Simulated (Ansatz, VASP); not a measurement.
# One calculation of Be3Ag, two programs

```
Be Ag
1.0
     2.61644    0.00000    0.00000
    -1.30822    2.26590    0.00000
     0.00000    0.00000    7.46881
Be Ag
3 1
Direct
  0.00000 0.00000 0.50000
  0.66667 0.33333 0.27285
  0.66667 0.33333 0.72715
  0.00000 0.00000 0.00000
```

Alike in both runs: functional PBEsol; k mesh 9 × 9 × 4; occupations gaussian, width 0.1 eV; no spin polarisation.

Ansatz relaxed the structure, and its values are those at the end. VASP's run is a single point on that final structure, the one shown.

```csv
,VASP,Ansatz
version,VASP 6.6.1,Ansatz 0.2.0
potentials or method,"VASP PAW PBE potentials, release 64 (Be, Ag_sv_GW), cutoff 630 eV","scalar-relativistic, plane waves, PAW"
valence electrons in the cell,25,25
```

Ansatz gave:

| Item | Value |
| --- | --- |
| gap on the k mesh at the Fermi level (eV) | none |
| pressure (GPa) | 0.0 |
| rms of the force components (eV/Å) | 0.001 |

**Question.** What did VASP give for the same quantities?

**Answer.** gap on the k mesh at the Fermi level (eV): none; pressure (GPa): 0.0; rms of the force components (eV/Å): 0.004.

VASP's potentials were made for PBE, not for PBEsol. A gap of «none» marks a metal or a gap that the smearing closes.
